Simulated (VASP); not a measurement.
# CoO (P6_3/mmc) in VASP: notebook

CoO is run at these levels: r2SCAN; tasks: single point.

All numbers are computed with VASP 6.6.1; they aren't measurements. Logs are shortened: lines on timing, memory, paths and dates and some standing lists are left out, and cuts for length are marked.

## (1) The cell of the first run

It takes space group P6_3/mmc (No. 194, hexagonal). The conventional cell has a = 2.892 Å, b = 2.892 Å, c = 5.160 Å, α = 90.00°, β = 90.00°, γ = 120.00°. Co (site symmetry -3m) has 6 O at 2.11 Å and 8 Co at 2.58 to 2.89 Å within 2.9 Å. Within 2.9 Å of O (site symmetry -6m2) lie 6 Co at 2.11 Å and 6 O at 2.89 Å.

## (2) Single point, r2SCAN

File POSCAR:

```
CoO
1.0
    2.8917294420      0.0000000000      0.0000000000
   -1.4458647210      2.5043111576      0.0000000000
    0.0000000000      0.0000000000      5.1596397638
Co O
2 2
Direct
    0.0000000000      0.0000000000      0.0000000000
    0.0000000000      0.0000000000      0.5000000000
    0.3333333333      0.6666666667      0.2500000000
    0.6666666667      0.3333333333      0.7500000000
```

File INCAR.step1:

```
SYSTEM = CoO
PREC = Accurate
ENCUT = 520
ISMEAR = 0
SIGMA = 0.1
LREAL = .FALSE.
LASPH = .TRUE.
NELM = 100
NBANDS = 23
GGA = PE
ALGO = Normal
EDIFF = 1E-4
LWAVE = .TRUE.
LCHARG = .FALSE.
```

File INCAR.step2:

```
SYSTEM = CoO
PREC = Accurate
ENCUT = 520
EDIFF = 1E-6
ISMEAR = 0
SIGMA = 0.1
LREAL = .FALSE.
LASPH = .TRUE.
NELM = 100
ALGO = Normal
ISIF = 2
LWAVE = .FALSE.
LCHARG = .FALSE.
METAGGA = R2SCAN
LMIXTAU = .TRUE.
NBANDS = 23
ISTART = 1
```

File KPOINTS:

```
Automatic mesh
0
G
  18 18 8
  0 0 0
```

Potentials or basis: VASP PAW PBE potentials, release 64 (Co, O).

Command:

```sh
$ cat potpaw_PBE.64/Co/POTCAR potpaw_PBE.64/O/POTCAR > POTCAR
$ cp INCAR.step1 INCAR
$ mpirun -np 1 vasp_std > vasp.out
$ cp INCAR.step2 INCAR
$ mpirun -np 1 vasp_std > vasp.out
```

OUTCAR:

```text
SYSTEM = CoO
   PREC = Accurate
   ENCUT = 520
   EDIFF = 1E-6
   ISMEAR = 0
   LREAL = .FALSE.
   LASPH = .TRUE.
   NELM = 100
   ISIF = 2
   METAGGA = R2SCAN
   ISTART = 1

 ion  position               nearest neighbor table
   1  0.000  0.000  0.000-   3 2.11   4 2.11   3 2.11   4 2.11   4 2.11   3 2.11   2 2.58   2 2.58

   2  0.000  0.000  0.500-   3 2.11   4 2.11   3 2.11   4 2.11   4 2.11   3 2.11   1 2.58   1 2.58

   3  0.333  0.667  0.250-   1 2.11   2 2.11   1 2.11   2 2.11   1 2.11   2 2.11
   4  0.667  0.333  0.750-   1 2.11   2 2.11   1 2.11   2 2.11   1 2.11   2 2.11

  LATTYP: Found a hexagonal cell.
 ALAT       =     2.8917294420
 C/A-ratio  =     1.7842747281

  Lattice vectors:

 A1 = (   2.8917294420,   0.0000000000,   0.0000000000)
 A2 = (  -1.4458647210,   2.5043111576,   0.0000000000)
 A3 = (   0.0000000000,   0.0000000000,   5.1596397638)

Analysis of symmetry for initial positions (statically):
=====================================================================
 Subroutine PRICEL returns:
 Original cell was already a primitive cell.

 Routine SETGRP: Setting up the symmetry group for a
 hexagonal supercell.

 Subroutine GETGRP returns: Found 24 space group operations
 (whereof 12 operations were pure point group operations)
 out of a pool of 24 trial point group operations.

The static configuration has the point symmetry D_3d.
 The point group associated with its full space group is D_6h.

Analysis of symmetry for dynamics (positions and initial velocities):
=====================================================================
 Subroutine PRICEL returns:
 Original cell was already a primitive cell.

 Routine SETGRP: Setting up the symmetry group for a
 hexagonal supercell.

 Subroutine GETGRP returns: Found 24 space group operations
 (whereof 12 operations were pure point group operations)
 out of a pool of 24 trial point group operations.

The dynamic configuration has the point symmetry D_3d.
 The point group associated with its full space group is D_6h.

 Subroutine INISYM returns: Found 24 space group operations
 (whereof 12 operations are pure point group operations),
 and found     1 'primitive' translations

----------------------------------------------------------------------------------------

                                     Primitive cell

  volume of cell :      37.3650

  direct lattice vectors                    reciprocal lattice vectors
     2.891729442  0.000000000  0.000000000     0.345813818  0.199655701  0.000000000
    -1.445864721  2.504311158  0.000000000     0.000000000  0.399311402  0.000000000
     0.000000000  0.000000000  5.159639764     0.000000000  0.000000000  0.193811980

  length of vectors
     2.891729442  2.891729442  5.159639764     0.399311402  0.399311402  0.193811980

  position of ions in fractional coordinates (direct lattice)
     0.000000000  0.000000000  0.000000000
     0.000000000  0.000000000  0.500000000
     0.333333333  0.666666667  0.250000000
     0.666666667  0.333333333  0.750000000

  ion indices of the primitive-cell ions
   primitive index   ion index
                 1           1
                 2           2
                 3           3
                 4           4

----------------------------------------------------------------------------------------

 KPOINTS: Automatic mesh

Automatic generation of k-mesh.
 Grid dimensions read from file:
 generate k-points for:   18   18    8

 Generating k-lattice:

  Cartesian coordinates                     Fractional coordinates (reciprocal lattice)
     0.019211879  0.011091983  0.000000000     0.055555556 -0.000000000  0.000000000
     0.000000000  0.022183967  0.000000000     0.000000000  0.055555556  0.000000000
     0.000000000  0.000000000  0.024226498     0.000000000  0.000000000  0.125000000

  Length of vectors
     0.022183967  0.022183967  0.024226498

  Shift w.r.t. Gamma in fractional coordinates (k-lattice)
     0.000000000  0.000000000  0.000000000

 Subroutine IBZKPT returns following result:
 ===========================================

 Found    185 irreducible k-points:

 Following reciprocal coordinates:
            Coordinates               Weight
  0.000000  0.000000  0.000000      1.000000
  0.055556  0.000000  0.000000      6.000000
  0.111111  0.000000  0.000000      6.000000
  0.166667  0.000000  0.000000      6.000000
  0.222222  0.000000  0.000000      6.000000
  0.277778  0.000000  0.000000      6.000000
[... 16 lines left out ...]
  0.333333  0.111111  0.000000     12.000000
  0.388889  0.111111  0.000000     12.000000
 [... further k-points ...]
   k-points           NKPTS =    185   k-points in BZ     NKDIM =    185   number of bands    NBANDS=     23
   number of dos      NEDOS =    301   number of ions     NIONS =      4
   total plane-waves  NPLWV =  23040
   dimension x,y,z NGX =    24 NGY =   24 NGZ =   40
   dimension x,y,z NGXF=    48 NGYF=   48 NGZF=   80
   ions per type =               2   2
   NGX,Y,Z   is equivalent  to a cutoff of  13.80, 13.80, 12.89 a.u.
   NGXF,Y,Z  is equivalent  to a cutoff of  27.60, 27.60, 25.78 a.u.
 SYSTEM =  CoO
   PREC   = accura    normal or accurate (medium, high low for compatibility)
   ISTART =      1    job   : 0-new  1-cont  2-samecut
   ICHARG =      0    charge: 1-file 2-atom 10-const
   ISPIN  =      1    spin polarized calculation?
   LNONCOLLINEAR =      F non collinear calculations
   LSORBIT =      F    spin-orbit coupling
   LASPH  =      T    aspherical Exc in radial PAW
   ENCUT  =  520.0 eV  38.22 Ry    6.18 a.u.   5.38  5.38  9.59*2*pi/ulx,y,z
   NELM   =    100;   NELMIN=  2; NELMDL=  0     # of ELM steps
   EDIFF  = 0.1E-05   stopping-criterion for ELM
   LREAL  =      F    real-space projection
   EDIFFG = 0.1E-04   stopping-criterion for IOM
   NSW    =      0    number of steps for IOM
   IBRION =     -1    ionic relax: 0-MD 1-quasi-New 2-CG
   NFREE  =      0    steps in history (QN), initial steepest desc. (CG)
   ISIF   =      2    stress and relaxation
   ISYM   =      2    0-nonsym 1-usesym 2-fastsym
   POTIM  = 0.5000    time-step for ionic-motion
   TEBEG  =    0.0;   TEEND  =   0.0 temperature during run
   PSTRESS=    0.0 pullay stress
   NELECT =      30.0000    total number of electrons
   NUPDOWN=      -1.0000    fix difference up-down
   EMIN   =  10.00;   EMAX   =-10.00  energy-range for DOS
   EFERMI =   0.00;   METHOD = LEGACY
   ISMEAR =     0;   SIGMA  =   0.10  broadening in eV -4-tet -1-fermi 0-gaus
   EFERMI_NEDOS =   21; number of points for ismear=-14 and -15
   IALGO  =     38    algorithm
   IMIX   =      4    mixing-type and parameters
     AMIX     =   0.40;   BMIX     =  1.00
     AMIX_MAG =   1.60;   BMIX_MAG =  1.00
  volume/ion in A,a.u.               =       9.34        63.04
  Fermi-wavevector in a.u.,A,eV,Ry     =   1.521575  2.875361 31.500095  2.315192
  Thomas-Fermi vector in A             =   2.630272
   LORBIT       =      0    0 simple, 1 ext, 2 COOP (PROOUT), +10 PAW based schemes
   METAGGA = R2SCAN    functional components
   LHFCALC =     F    Hartree Fock is set to
   AEXX    =    0.0000 exact exchange contribution
   IVDW    =     0    specifies the selected vdW correction
   LEPSILON=     F    determine dielectric tensor
   LRPA    =     F    only Hartree local field effects (RPA)
 non-spin polarized calculation
 Gauss-broadening in eV      SIGMA  =   0.10
  energy-cutoff  :      520.00
  volume of cell :       37.37
 maximum number of plane-waves:      1027
 NGX is ok and might be reduce to    24
   NGX = 11   NGY = 11   NGZ = 19

 number of electron      30.0000008 magnetization

 Free energy of the ion-electron system (eV)
  ---------------------------------------------------
  ext. energy  EPLUGINS =         0.00000000
  ---------------------------------------------------
  free energy    TOTEN  =       -40.39303383 eV

  energy without entropy =      -40.36956453  energy(sigma->0) =      -40.38129918

 E-fermi :   8.3025     XC(G=0): -13.3138

 val. band max:        8.3008326274   @ k =   0.1667   0.1111   0.5000
 cond. band min:       8.3090705669   @ k =   0.0556   0.0000   0.3750
 fundamental gap:      0.0082379394
 Fermi energy:         8.3024685858

 k-point     1 :       0.0000    0.0000    0.0000
  band No.  band energies     occupation
      1     -13.7160      2.00000
      2     -12.7003      2.00000
      3      -0.5504      2.00000
      4       2.6916      2.00000
      5       2.6916      2.00000
      6       3.9792      2.00000
[... 15 lines left out ...]
     22      24.5644      0.00000
     23      24.5644      0.00000

 k-point     2 :       0.0556    0.0000    0.0000
  band No.  band energies     occupation
      1     -13.6853      2.00000
      2     -12.6901      2.00000
      3      -0.4958      2.00000
      4       2.6449      2.00000
      5       2.6945      2.00000
      6       3.8903      2.00000
[... 15 lines left out ...]
     22      24.1417      0.00000
     23      24.6413      0.00000

 k-point     3 :       0.1111    0.0000    0.0000
  band No.  band energies     occupation
      1     -13.5950      2.00000
      2     -12.6610      2.00000
      3      -0.3358      2.00000
      4       2.5112      2.00000
      5       2.7008      2.00000
      6       3.6603      2.00000
[... 15 lines left out ...]
     22      23.1968      0.00000
     23      24.8564      0.00000

 k-point     4 :       0.1667    0.0000    0.0000
  band No.  band energies     occupation
      1     -13.4527      2.00000
      2     -12.6164      2.00000
      3      -0.0809      2.00000
      4       2.3068      2.00000
      5       2.7020      2.00000
      6       2.9049      2.00000
[... 15 lines left out ...]
     22      22.0866      0.00000
     23      24.5952      0.00000

 k-point     5 :       0.2222    0.0000    0.0000
  band No.  band energies     occupation
      1     -13.2706      2.00000
      2     -12.5613      2.00000
      3       0.2499      2.00000
      4       1.9974      2.00000
      5       2.1790      2.00000
      6       2.6858      2.00000
[... 434 lines left out ...]
 k-point    22 :       0.2778    0.1111    0.0000
  band No.  band energies     occupation
      1     -12.8084      2.00000
      2     -12.4349      2.00000
      3       0.7217      2.00000
      4       1.1161      2.00000
      5       1.5815      2.00000
      6       2.4472      2.00000
[... 15 lines left out ...]
     22      19.4971      0.00000
     23      20.6086      0.00000

 k-point    23 :       0.3333    0.1111    0.0000
  band No.  band energies     occupation
      1     -12.6363      2.00000
      2     -12.4005      2.00000
      3       0.2756      2.00000
      4       1.4106      2.00000
      5       1.4398      2.00000
      6       2.2793      2.00000
[... 15 lines left out ...]
     22      19.5545      0.00000
     23      19.8173      0.00000

 k-point    24 :       0.3889    0.1111    0.0000
  band No.  band energies     occupation
      1     -12.5063      2.00000
      2     -12.3916      2.00000
      3      -0.0104      2.00000
      4       1.3019      2.00000
      5       1.6631      2.00000
      6       2.1775      2.00000
[... 15 lines left out ...]
     22      18.7800      0.00000
     23      20.2447      0.00000

 [... further k-points ...]
[... 5 lines left out ...]
  --------------------------------------------------------------------------------------
  -------------------------------------------------------------------------------------
  Total       -4.5243869     -4.5243869     -5.5049120      0.0000000      0.0000000      0.0000000
  in kB     -194.0014566   -194.0014566   -236.0454527      0.0000000      0.0000000      0.0000000
  external PRESSURE =    -208.0161220 kB  Pullay stress =       0.0000000 kB

 VOLUME and BASIS-vectors are now :
 -----------------------------------------------------------------------------
  energy-cutoff  :      520.00
  volume of cell :       37.37
      direct lattice vectors                 reciprocal lattice vectors
     2.891729442  0.000000000  0.000000000     0.345813818  0.199655701  0.000000000
    -1.445864721  2.504311158  0.000000000     0.000000000  0.399311402  0.000000000
     0.000000000  0.000000000  5.159639764     0.000000000  0.000000000  0.193811980

 POSITION                                       TOTAL-FORCE (eV/Angst)
 -----------------------------------------------------------------------------------
      0.00000      0.00000      0.00000         0.000000      0.000000     -0.000000
      0.00000      0.00000      2.57982         0.000000      0.000000     -0.000000
     -0.00000      1.66954      1.28991         0.000000     -0.000000      0.000000
      1.44586      0.83477      3.86973        -0.000000      0.000000     -0.000000
 -----------------------------------------------------------------------------------
    total drift:                               -0.000000      0.000000     -0.000000

  FREE ENERGIE OF THE ION-ELECTRON SYSTEM (eV)
  ---------------------------------------------------
  free  energy   TOTEN  =       -40.3930338280 eV

  energy  without entropy=      -40.3695645260  energy(sigma->0) =      -40.38129918
```

Wall time 9.3 min (1 thread of AMD EPYC 7R43 (Zen 3), shared host); peak memory 0.24 GiB.

What came out:

- Free energy: -40.3930 eV
- Pressure: -20.8 GPa
- Band gap on the k mesh: zero (bands 15 and 16 overlap by 1.00 eV)

Stress tensor (GPa, compression positive):
```
-19.40   0.00   0.00
  0.00 -19.40   0.00
  0.00   0.00 -23.60
```

Levels at points of the mesh, in eV from the Fermi level:
| k point | band 12 | band 13 | band 14 | band 15 | band 16 | band 17 | band 18 | band 19 |
| --- | --- | --- | --- | --- | --- | --- | --- | --- |
| (0.00, 0.00, 0.00) | -1.71 | -1.71 | -0.51 | -0.51 | -0.43 | 1.32 | 1.32 | 1.68 |
| (0.50, 0.00, 0.00) | -0.90 | -0.89 | -0.53 | -0.42 | -0.07 | 1.47 | 1.56 | 6.46 |
| (0.00, 0.00, 0.50) | -1.61 | -1.61 | -1.61 | 0.44 | 0.44 | 0.44 | 0.44 | 4.30 |
| (0.50, 0.00, 0.50) | -0.90 | -0.85 | -0.85 | 0.51 | 0.51 | 0.75 | 0.75 | 6.61 |

Caveat: the cell stands under tension; the PAW data sets were made with another functional, which shifts forces and pressure a little; the run has no spin polarisation, though such a crystal can be magnetic; semilocal functionals often make such compounds metallic where correlation or magnetic order opens a gap, which also shifts bond lengths. Spin polarisation is off, so any magnetic state and its effect on volume and gap are missing.

(Continued in part 2 of 2.)
